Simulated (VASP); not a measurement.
Ir, 1 atom in the cell. It takes space group I4/mmm (No. 139, tetragonal). The conventional cell has a = 3.134 Å, b = 3.134 Å, c = 2.881 Å, α = 90.00°, β = 90.00°, γ = 90.00°. Within 3.5 Å of Ir (site symmetry 4/mmm) lie 14 Ir at 2.64 to 3.13 Å.  This cell differs from its parent crystal: ratio of the length along z to the lengths across it x 0.65, volume and fractional coordinates fixed.

| Property | Result |
| --- | --- |
| Program | VASP 6.6.1 |
| Task | single point |
| Functional | PBEsol |
| Potentials or basis | VASP PAW PBE potentials, release 64 (Ir_sv_GW) |
| Cutoff | 560 eV |
| k mesh | 24 × 24 × 24 |
| Occupations | gaussian, width 0.15 eV |
| Spin | no spin polarisation |
| Dipole correction | no |
| Further INCAR settings | ALGO = Normal; EDIFF = 1e-06; NBANDS = 14 |

Potentials or basis: VASP PAW PBE potentials, release 64 (Ir_sv_GW).

Command:

```console
$ cat potpaw_PBE.64/Ir_sv_GW/POTCAR > POTCAR
$ mpirun -np 1 vasp_std > vasp.out
```

Hardware: 1 thread of AMD EPYC 7R43 64-Core Processor (Zen 3), on a shared host.

Q: How long does it take, and how much memory?

A: It took 7.3 min on 1 thread of AMD EPYC 7R43 64-Core Processor (Zen 3), on a shared host, peak memory 0.31 GiB. Counts: scf iterations 12, k points 1063.
